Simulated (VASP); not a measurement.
# Zn8Se5S3 (R3m) in VASP: single point with PBEsol

Aim: the single point of Zn8Se5S3 with PBEsol.

All numbers are computed with VASP 6.6.1; they aren't measurements. Logs are shortened: lines on timing, memory, paths and dates and some standing lists are left out, and cuts for length are marked.

### 1 The cell of the first run

The structure is trigonal, space group R3m (No. 160). Conventional cell: a = 7.819 Å, b = 7.819 Å, c = 19.165 Å, α = 90.00°, β = 90.00°, γ = 120.00°. Within 3.1 Å of Zn (site symmetry m) lie 2 S at 2.35 Å and 2 Se at 2.43 to 2.44 Å. Zn (site symmetry 3m) has 3 S at 2.37 Å and 1 Se at 2.45 Å within 3.1 Å. Within 3.1 Å of Zn (site symmetry m) lie 1 S at 2.33 Å and 3 Se at 2.42 Å. Zn (site symmetry 3m) has 4 Se at 2.40 to 2.41 Å within 3.2 Å. Within 3.1 Å of S (site symmetry m) lie 4 Zn at 2.33 to 2.37 Å. Within 3.2 Å of Se (site symmetry 3m) lie 4 Zn at 2.40 to 2.43 Å. Within 3.2 Å of Se (site symmetry 3m) lie 4 Zn at 2.42 to 2.45 Å. Within 3.2 Å of Se (site symmetry m) lie 4 Zn at 2.41 to 2.44 Å.

### 2 Single point, PBEsol

INCAR

```
SYSTEM = Zn8Se5S3
PREC = Accurate
ENCUT = 500
EDIFF = 1E-6
ISMEAR = 0
SIGMA = 0.02
LREAL = .False.
LASPH = .True.
NELM = 120
ALGO = Normal
ISIF = 2
LWAVE = .False.
LCHARG = .False.
GGA = PS
NBANDS = 86
GGA_COMPAT = .False.
```

KPOINTS

```
regular mesh
0
Gamma
  6 6 6
  0 0 0
```

POSCAR

```
Zn8Se5S3
1.0
   -5.5311168192      0.0024670020      5.5311168192
   -5.5286498172     -5.5286498172      0.0000000000
    0.0000000000     -5.5286498172      5.5286498172
Zn S Se
8 3 5
Direct
    0.0080001685      0.4926225556      0.0067547204
    0.0100688096     -0.0033562699     -0.0033562699
    0.0080001685      0.4926225556      0.4926225556
    0.0080001685      0.0067547204      0.4926225556
    0.4884075280      0.5031835597      0.0042044561
    0.4884075280      0.0042044561      0.0042044561
    0.4994253939      0.5001915354      0.5001915354
    0.4884075280      0.0042044561      0.5031835597
    0.1240432299      0.1250634294      0.1250634294
    0.1240432299      0.6258299114      0.1250634294
    0.1240432299      0.1250634294      0.6258299114
    0.1232252578      0.6255915807      0.6255915807
    0.6265969322      0.1244676893      0.1244676893
    0.6264436090      0.6250484821      0.1234594267
    0.6264436090      0.1234594267      0.6250484821
    0.6264436090      0.6250484821      0.6250484821
```

Potentials or basis: VASP PAW PBE potentials, release 64 (Zn, S, Se).

Run with:

```
$ cat potpaw_PBE.64/Zn/POTCAR potpaw_PBE.64/S/POTCAR potpaw_PBE.64/Se/POTCAR > POTCAR
$ mpirun -np 1 vasp_std > vasp.out
```

OUTCAR:

```text
SYSTEM = Zn8Se5S3
   PREC = Accurate
   ENCUT = 500
   EDIFF = 1E-6
   ISMEAR = 0
   LREAL = .False.
   LASPH = .True.
   NELM = 120
   ISIF = 2
   GGA = PS

 ion  position               nearest neighbor table
   1  0.008  0.493  0.007-   9 2.35  10 2.35  12 2.43  14 2.44
   2  0.010  0.997  0.997-  10 2.37  11 2.37   9 2.37  13 2.45
   3  0.008  0.493  0.493-  10 2.35  11 2.35  12 2.43  16 2.44
   4  0.008  0.007  0.493-   9 2.35  11 2.35  12 2.43  15 2.44
   5  0.488  0.503  0.004-  10 2.33  13 2.42  14 2.42  16 2.42
   6  0.488  0.004  0.004-   9 2.33  13 2.42  15 2.42  14 2.42
[... 8 lines left out ...]
  15  0.626  0.123  0.625-   7 2.41   6 2.42   8 2.42   4 2.44
  16  0.626  0.625  0.625-   7 2.41   5 2.42   8 2.42   3 2.44

  LATTYP: Found a trigonal (rhomboedric) cell.
 ALAT       =     7.8221808098
 COS(alpha) =     0.5004459726

  Lattice vectors:

 A1 = (  -0.0024670020,   5.5311168192,   5.5311168192)
 A2 = (  -5.5311168192,   5.5311168192,   0.0024670020)
 A3 = (  -5.5311168192,   0.0024670020,   5.5311168192)

Analysis of symmetry for initial positions (statically):
=====================================================================
 Subroutine PRICEL returns:
 Original cell was already a primitive cell.

 Routine SETGRP: Setting up the symmetry group for a
 trigonal (rhombohedral) supercell.

 Subroutine GETGRP returns: Found  6 space group operations
 (whereof  6 operations were pure point group operations)
 out of a pool of 12 trial point group operations.

The static configuration has the point symmetry C_3v.

Analysis of symmetry for dynamics (positions and initial velocities):
=====================================================================
 Subroutine PRICEL returns:
 Original cell was already a primitive cell.

 Routine SETGRP: Setting up the symmetry group for a
 trigonal (rhombohedral) supercell.

 Subroutine GETGRP returns: Found  6 space group operations
 (whereof  6 operations were pure point group operations)
 out of a pool of 12 trial point group operations.

The dynamic configuration has the point symmetry C_3v.

 Subroutine INISYM returns: Found  6 space group operations
 (whereof  6 operations are pure point group operations),
 and found     1 'primitive' translations

----------------------------------------------------------------------------------------

                                     Primitive cell

  volume of cell :     338.2033

  direct lattice vectors                    reciprocal lattice vectors
    -5.531116819  0.002467002  5.531116819    -0.090377502  0.090377502  0.090377502
    -5.528649817 -5.528649817  0.000000000    -0.090458158 -0.090417830 -0.090417830
     0.000000000 -5.528649817  5.528649817     0.090417830 -0.090417830  0.090458158

  length of vectors
     7.822180810  7.818691553  7.818691553     0.156538425  0.156631563  0.156631563

  position of ions in fractional coordinates (direct lattice)
     0.008000168  0.492622556  0.006754720
     0.010068810  0.996643730  0.996643730
     0.008000168  0.492622556  0.492622556
     0.008000168  0.006754720  0.492622556
     0.488407528  0.503183560  0.004204456
     0.488407528  0.004204456  0.004204456
[... 8 lines left out ...]
     0.626443609  0.123459427  0.625048482
     0.626443609  0.625048482  0.625048482

  ion indices of the primitive-cell ions
   primitive index   ion index
                 1           1
                 2           2
                 3           3
                 4           4
                 5           5
                 6           6
[... 8 lines left out ...]
                15          15
                16          16

----------------------------------------------------------------------------------------

 KPOINTS: regular mesh

Automatic generation of k-mesh.
 Grid dimensions read from file:
 generate k-points for:    6    6    6

 Generating k-lattice:

  Cartesian coordinates                     Fractional coordinates (reciprocal lattice)
    -0.015062917  0.015062917  0.015062917     0.166666667  0.000000000  0.000000000
    -0.015076360 -0.015069638 -0.015069638    -0.000000000  0.166666667  0.000000000
     0.015069638 -0.015069638  0.015076360    -0.000000000  0.000000000  0.166666667

  Length of vectors
     0.026089737  0.026105260  0.026105260

  Shift w.r.t. Gamma in fractional coordinates (k-lattice)
     0.000000000  0.000000000  0.000000000

 Subroutine IBZKPT returns following result:
 ===========================================

 Found     32 irreducible k-points:

 Following reciprocal coordinates:
            Coordinates               Weight
  0.000000  0.000000  0.000000      1.000000
  0.166667  0.000000  0.000000      2.000000
  0.333333  0.000000  0.000000      2.000000
  0.500000  0.000000  0.000000      1.000000
  0.000000  0.166667  0.000000      6.000000
  0.166667  0.166667  0.000000      6.000000
[... 16 lines left out ...]
  0.500000  0.333333  0.166667     12.000000
 -0.333333  0.333333  0.166667      6.000000
 [... further k-points ...]
   k-points           NKPTS =     32   k-points in BZ     NKDIM =     32   number of bands    NBANDS=     86
   number of dos      NEDOS =    301   number of ions     NIONS =     16
   total plane-waves  NPLWV = 216000
   dimension x,y,z NGX =    60 NGY =   60 NGZ =   60
   dimension x,y,z NGXF=   120 NGYF=  120 NGZF=  120
   ions per type =               8   3   5
   NGX,Y,Z   is equivalent  to a cutoff of  12.75, 12.76, 12.76 a.u.
   NGXF,Y,Z  is equivalent  to a cutoff of  25.50, 25.52, 25.52 a.u.
 SYSTEM =  Zn8Se5S3
   PREC   = accura    normal or accurate (medium, high low for compatibility)
   ISTART =      0    job   : 0-new  1-cont  2-samecut
   ICHARG =      2    charge: 1-file 2-atom 10-const
   ISPIN  =      1    spin polarized calculation?
   LNONCOLLINEAR =      F non collinear calculations
   LSORBIT =      F    spin-orbit coupling
   LASPH  =      T    aspherical Exc in radial PAW
   ENCUT  =  500.0 eV  36.75 Ry    6.06 a.u.  14.26 14.26 14.26*2*pi/ulx,y,z
   NELM   =    120;   NELMIN=  2; NELMDL= -5     # of ELM steps
   EDIFF  = 0.1E-05   stopping-criterion for ELM
   LREAL  =      F    real-space projection
   EDIFFG = 0.1E-04   stopping-criterion for IOM
   NSW    =      0    number of steps for IOM
   IBRION =     -1    ionic relax: 0-MD 1-quasi-New 2-CG
   NFREE  =      0    steps in history (QN), initial steepest desc. (CG)
   ISIF   =      2    stress and relaxation
   ISYM   =      2    0-nonsym 1-usesym 2-fastsym
   POTIM  = 0.5000    time-step for ionic-motion
   TEBEG  =    0.0;   TEEND  =   0.0 temperature during run
   PSTRESS=    0.0 pullay stress
   NELECT =     144.0000    total number of electrons
   NUPDOWN=      -1.0000    fix difference up-down
   EMIN   =  10.00;   EMAX   =-10.00  energy-range for DOS
   EFERMI =   0.00;   METHOD = LEGACY
   ISMEAR =     0;   SIGMA  =   0.02  broadening in eV -4-tet -1-fermi 0-gaus
   EFERMI_NEDOS =   21; number of points for ismear=-14 and -15
   IALGO  =     38    algorithm
   IMIX   =      4    mixing-type and parameters
     AMIX     =   0.40;   BMIX     =  1.00
     AMIX_MAG =   1.60;   BMIX_MAG =  1.00
  volume/ion in A,a.u.               =      21.14       142.64
  Fermi-wavevector in a.u.,A,eV,Ry     =   1.231600  2.327387 20.637845  1.516839
  Thomas-Fermi vector in A             =   2.366403
   LORBIT       =      0    0 simple, 1 ext, 2 COOP (PROOUT), +10 PAW based schemes
   GGA     = PS    functional components
   LHFCALC =     F    Hartree Fock is set to
   AEXX    =    0.0000 exact exchange contribution
   IVDW    =     0    specifies the selected vdW correction
   LEPSILON=     F    determine dielectric tensor
   LRPA    =     F    only Hartree local field effects (RPA)
 non-spin polarized calculation
 Gauss-broadening in eV      SIGMA  =   0.02
  energy-cutoff  :      500.00
  volume of cell :      338.20
 maximum number of plane-waves:      8616
 NGX is ok and might be reduce to    60
   NGX = 29   NGY = 29   NGZ = 29

 number of electron     143.9999978 magnetization

 Free energy of the ion-electron system (eV)
  ---------------------------------------------------
  ext. energy  EPLUGINS =         0.00000000
  ---------------------------------------------------
  free energy    TOTEN  =       -56.45725251 eV

  energy without entropy =      -56.45725251  energy(sigma->0) =      -56.45725251

 E-fermi :   2.0859     XC(G=0):  -9.7440

 val. band max:        1.9703303723   @ k =   0.0000   0.0000   0.0000
 cond. band min:       3.3547251265   @ k =   0.0000   0.0000   0.0000
 fundamental gap:      1.3843947542
 Fermi energy:         2.0858922610

 k-point     1 :       0.0000    0.0000    0.0000
  band No.  band energies     occupation
      1     -11.5152      2.00000
      2     -10.6358      2.00000
      3     -10.6358      2.00000
      4     -10.6313      2.00000
      5     -10.6123      2.00000
      6     -10.3216      2.00000
[... 76 lines left out ...]
     83       5.4481      0.00000
     84       7.7799      0.00000

 k-point     2 :       0.1667    0.0000    0.0000
  band No.  band energies     occupation
      1     -11.4646      2.00000
      2     -10.6980      2.00000
      3     -10.6195      2.00000
      4     -10.6195      2.00000
      5     -10.5985      2.00000
      6     -10.3434      2.00000
[... 1903 lines left out ...]
     83       7.0303      0.00000
     84       7.4779      0.00000

 k-point    24 :      -0.3333    0.3333    0.1667
  band No.  band energies     occupation
      1     -11.0181      2.00000
      2     -10.9859      2.00000
      3     -10.7491      2.00000
      4     -10.7312      2.00000
      5     -10.4861      2.00000
      6     -10.4154      2.00000
[... 76 lines left out ...]
     83       7.1902      0.00000
     84       7.3507      0.00000

 [... further k-points ...]

 [bands above 84 left out]

------------------------ aborting loop because EDIFF is reached ----------------------------------------

  FORCE on cell =-STRESS in cart. coord.  units (eV):
  Direction    XX          YY          ZZ          XY          YZ          ZX
  --------------------------------------------------------------------------------------
  -------------------------------------------------------------------------------------
  Total        0.5463322      0.5463322      0.5463322     -0.0018453      0.0018453     -0.0018453
  in kB        2.5881505      2.5881505      2.5881505     -0.0087416      0.0087416     -0.0087416
  external PRESSURE =       2.5881505 kB  Pullay stress =       0.0000000 kB

 VOLUME and BASIS-vectors are now :
 -----------------------------------------------------------------------------
  energy-cutoff  :      500.00
  volume of cell :      338.20
      direct lattice vectors                 reciprocal lattice vectors
    -5.531116819  0.002467002  5.531116819    -0.090377502  0.090377502  0.090377502
    -5.528649817 -5.528649817  0.000000000    -0.090458158 -0.090417830 -0.090417830
     0.000000000 -5.528649817  5.528649817     0.090417830 -0.090417830  0.090458158

 POSITION                                       TOTAL-FORCE (eV/Angst)
 -----------------------------------------------------------------------------------
     -2.76779     -2.76086      0.08159        -0.000678      0.000678      0.004627
     -5.56579    -11.02016      5.56579        -0.003918      0.003918      0.003918
     -2.76779     -5.44706      2.76779        -0.000678      0.004627      0.000678
     -0.08159     -2.76086      2.76779        -0.004627      0.000678      0.000678
     -5.48336     -2.80397      2.72468         0.001891     -0.001922     -0.001922
     -2.72468     -0.04529      2.72468         0.001922     -0.001891     -0.001922
[... 8 lines left out ...]
     -4.14750     -4.13669      6.92061         0.000792      0.001893      0.001893
     -6.92061     -6.90980      6.92061        -0.001893     -0.000792      0.001893
 -----------------------------------------------------------------------------------
    total drift:                                0.000770     -0.000776     -0.000770

  FREE ENERGIE OF THE ION-ELECTRON SYSTEM (eV)
  ---------------------------------------------------
  free  energy   TOTEN  =       -56.4572525123 eV

  energy  without entropy=      -56.4572525123  energy(sigma->0) =      -56.45725251
```

It took 14 min on 1 thread of Intel Xeon 6975P-C (Granite Rapids), shared host; peak memory 0.91 GiB.

Results:

| Property | Result |
| --- | --- |
| Free energy | -56.4573 eV |
| Pressure | 0.3 GPa |
| Largest force | 0.007 eV/Å |
| Band gap on the k mesh | 1.38 eV |

Forces in eV/Å, atoms in the order of the input:
```
Zn  -0.001  0.001  0.005
Zn  -0.004  0.004  0.004
Zn  -0.001  0.005  0.001
Zn  -0.005  0.001  0.001
Zn   0.002 -0.002 -0.002
Zn   0.002 -0.002 -0.002
Zn   0.000  0.000  0.000
Zn   0.002 -0.002 -0.002
S    0.002  0.000 -0.002
S    0.000 -0.002 -0.002
S    0.002 -0.002  0.000
Se   0.002 -0.002 -0.002
Se   0.000  0.000  0.000
Se  -0.002  0.002 -0.001
Se   0.001  0.002  0.002
Se  -0.002 -0.001  0.002
```

Caveat: the PAW data sets were made with another functional, which shifts forces and pressure a little.
